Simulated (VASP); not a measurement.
Input of a VASP 6.6.1 run:

Contents of INCAR:

```
PREC = Accurate
ENCUT = 520
EDIFF = 1E-6
ISMEAR = 0
SIGMA = 0.1
LREAL = F
LASPH = T
NELM = 60
ALGO = Normal
ISIF = 2
LWAVE = F
LCHARG = F
GGA = PE
NBANDS = 11
```

Contents of KPOINTS:

```
Automatic mesh
0
Gamma
  6 6 6
```

The input POSCAR:

```
MgS
1.0
    0.0000000000      2.6043975556      2.6043975556
    2.6043975556      0.0000000000      2.6043975556
    2.6043975556      2.6043975556      0.0000000000
Mg S
1 1
Direct
    0.0000000000      0.0000000000      0.0000000000
    0.5000000000      0.5000000000      0.5000000000
```

Potentials or basis: VASP PAW PBE potentials, release 64 (Mg, S).

Launch:

```console
$ cat potpaw_PBE.64/Mg/POTCAR potpaw_PBE.64/S/POTCAR > POTCAR
$ mpirun -np 1 vasp_std > vasp.out
```

**Question.** Estimate the band gap on the k mesh.

**Answer.** 2.77 eV, indirect (least direct gap 3.68 eV).

**Question.** Estimate the pressure.

**Answer.** 0.6 GPa.

A k mesh can miss the band edges. Expect the measured gap to be larger: semilocal functionals such as PBE lack the derivative discontinuity.
